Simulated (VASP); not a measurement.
Crystal: SnTe.

```xyz
2
Lattice="0.0000 3.1509 3.1509 3.1509 0.0000 3.1509 3.1509 3.1509 0.0000" Properties=species:S:1:pos:R:3 pbc="T T T"
Te    3.1509    3.1509    3.1509
Sn    0.0000    0.0000    0.0000
```

* Program: VASP 6.6.1
* Task: relaxation of cell and atoms
* Functional: RPBE
* Dispersion: D3(BJ)
* Potentials or basis: VASP PAW PBE potentials, release 64 (Te, Sn_d)
* Cutoff: 600 eV
* k mesh: 7 × 7 × 7
* Occupations: fermi-dirac, width 0.05 eV
* Spin: no spin polarisation

At the start: pressure -10.4 GPa; volume 31.28 Å³/atom.

Task: Where does the relaxation end?

Result: Over 16 steps the energy falls by 237.6 meV/atom and the volume is 25.34 Å³/atom (-19.0 %); space group Fm-3m (No. 225, to 0.05 Å).

Step by step:
```tsv
step	energy change (eV)	largest force (eV/Å)	pressure (GPa)	volume (Å³)
1	0.0000	0.0000	-10.41	62.56
2	-0.3622	0.0000	8.68	45.91
3	-0.4751	0.0000	0.25	50.47
4	-0.4752	0.0000	-0.10	50.70
5	-0.4752	0.0000	-0.11	50.70
6	-0.4752	0.0000	-0.12	50.69
7	-0.4752	0.0000	-0.10	50.69
8	-0.4752	0.0000	-0.10	50.69
9	-0.4752	0.0000	-0.10	50.69
10	-0.4752	0.0000	-0.10	50.69
11	-0.4752	0.0000	-0.10	50.69
12	-0.4752	0.0000	-0.10	50.69
13	-0.4752	0.0000	-0.10	50.69
14	-0.4752	0.0000	-0.11	50.69
15	-0.4752	0.0000	-0.12	50.69
16	-0.4752	0.0000	-0.06	50.68
```

Final structure:
```
CELL_PARAMETERS angstrom
0.00000 2.93717 2.93717
2.93717 0.00000 2.93717
2.93717 2.93717 0.00000
ATOMIC_POSITIONS crystal
Te 0.50000 0.50000 0.50000
Sn 0.00000 0.00000 0.00000
```

Caveat: the volume moved by over 15 % at a fixed basis, so the end points are rough; the PAW data sets were made with another functional, which shifts forces and pressure a little; the volume moved by -19 % from the deposited cell, more than functionals usually miss.
